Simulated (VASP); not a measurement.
Set up this calculation in VASP 6.6.1, as the native input.

```yaml
Task: single point
Functional: r2SCAN
Potentials_or_basis: VASP PAW PBE potentials, release 64 (Co, Ti_sv)
Cutoff: 520 eV
k_mesh: 5 × 5 × 5
Occupations: fermi-dirac, width 0.05 eV
Spin: collinear spin, ferromagnetic start
Starting_moments: "[2.0, 1.0] μB"
Dipole_correction: no
Further_INCAR_settings: ALGO = Normal; EDIFF = 1e-07; NBANDS = 22
```

TiCo:

```
CELL_PARAMETERS angstrom
2.98611 0.00000 0.00000
0.00000 2.98611 0.00000
0.00000 0.00000 2.98611
ATOMIC_POSITIONS crystal
Co 0.50000 0.50000 0.50000
Ti 0.00000 0.00000 0.00000
```

The input as run:

POSCAR

```
TiCo
1.0
    2.9861109900      0.0000000000      0.0000000000
    0.0000000000      2.9861109900      0.0000000000
    0.0000000000      0.0000000000      2.9861109900
Co Ti
1 1
Direct
    0.5000000000      0.5000000000      0.5000000000
    0.0000000000      0.0000000000      0.0000000000
```

INCAR.step1

```
SYSTEM = TiCo
PREC = Accurate
ENCUT = 520
ISMEAR = -1
SIGMA = 0.05
LREAL = .False.
LASPH = .True.
NELM = 150
ISPIN = 2
MAGMOM = 2 1
LMAXMIX = 4
NBANDS = 22
GGA = PE
ALGO = Normal
EDIFF = 1E-4
LWAVE = .True.
LCHARG = .False.
```

INCAR.step2

```
SYSTEM = TiCo
PREC = Accurate
ENCUT = 520
EDIFF = 1E-7
ISMEAR = -1
SIGMA = 0.05
LREAL = .False.
LASPH = .True.
NELM = 150
ALGO = Normal
ISIF = 2
LWAVE = .False.
LCHARG = .False.
ISPIN = 2
MAGMOM = 2 1
LORBIT = 11
LMAXMIX = 4
METAGGA = R2SCAN
LMIXTAU = .True.
NBANDS = 22
ISTART = 1
```

KPOINTS

```
Automatic mesh
0
Gamma
  5 5 5
  0 0 0
```

Potentials or basis: VASP PAW PBE potentials, release 64 (Co, Ti_sv).

Launch:

```bash
$ cat potpaw_PBE.64/Co/POTCAR potpaw_PBE.64/Ti_sv/POTCAR > POTCAR
$ cp INCAR.step1 INCAR
$ mpirun -np 1 vasp_std > vasp.out
$ cp INCAR.step2 INCAR
$ mpirun -np 1 vasp_std > vasp.out
```

It gave:

```yaml
Pressure: 0.7 GPa
Net_moment: 0.93 μB per cell
Site_moments: Co +1.38; Ti -0.25 μB
Valence_electrons_inside_the_program's_atomic_spheres: Co 8.33; Ti 10.24
```

Caveat: the k points lie up to 0.42 Å⁻¹ apart; the PAW data sets were made with another functional, which shifts forces and pressure a little.

Wall time 87 s on 1 thread of AMD EPYC 7R43 64-Core Processor (Zen 3), with other jobs on the host, peak memory 0.12 GiB.
